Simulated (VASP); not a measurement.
## Be2ZnO3: single point with PBE

The system is Be2ZnO3.

```xyz
6
Lattice="4.9097 0.0000 0.0000 -2.4549 4.2519 0.0000 0.0000 0.0000 2.3647" Properties=species:S:1:pos:R:3 pbc="T T T"
Be    0.0000    2.8346    0.0000
Be    2.4549    1.4173    0.0000
Zn    0.0000    0.0000    0.0000
O     2.4549    0.0000    1.1824
O     1.2274    2.1260    1.1824
O    -1.2274    2.1260    1.1824
```

The cell was built from a structure type or drawn by symmetry, and may not be a known phase.

```json
{"Program": "VASP 6.6.1", "Task": "single point", "Functional": "PBE", "Potentials or basis": "VASP PAW PBE potentials, release 64 (Be, Zn, O)", "Cutoff": "520 eV", "k mesh": "6 × 6 × 6", "Occupations": "gaussian, width 0.1 eV", "Spin": "no spin polarisation", "Dipole correction": "no", "Further INCAR settings": "ALGO = Normal; EDIFF = 1e-07; NBANDS = 26"}
```

| Quantity | Value |
| --- | --- |
| Pressure | 0.3 GPa |
| Band gap on the k mesh | zero (bands 17 and 18 overlap by 0.88 eV) |

Stress tensor (GPa, compression positive):
```
0.24 0.00 0.00
0.00 0.24 0.00
0.00 0.00 0.39
```

Levels at points of the mesh, in eV from the Fermi level:
```tsv
k point	band 15	band 16	band 17	band 18	band 19	band 20
(0.00, 0.00, 0.00)	-1.10	-0.75	0.19	0.19	7.57	7.57
(0.50, 0.00, 0.00)	-0.69	-0.29	0.19	0.44	3.73	6.39
(0.00, 0.00, 0.50)	-0.04	-0.04	0.06	1.72	4.62	4.84
(0.50, 0.00, 0.50)	-1.74	-1.59	-0.01	2.84	3.48	7.06
```

It took 50 s on 1 thread of Intel Xeon 8259CL, with other jobs on the host, peak memory 0.19 GiB.

Caveat: the k points lie up to 0.44 Å⁻¹ apart, too coarse for converged energies and pressures of a metal.
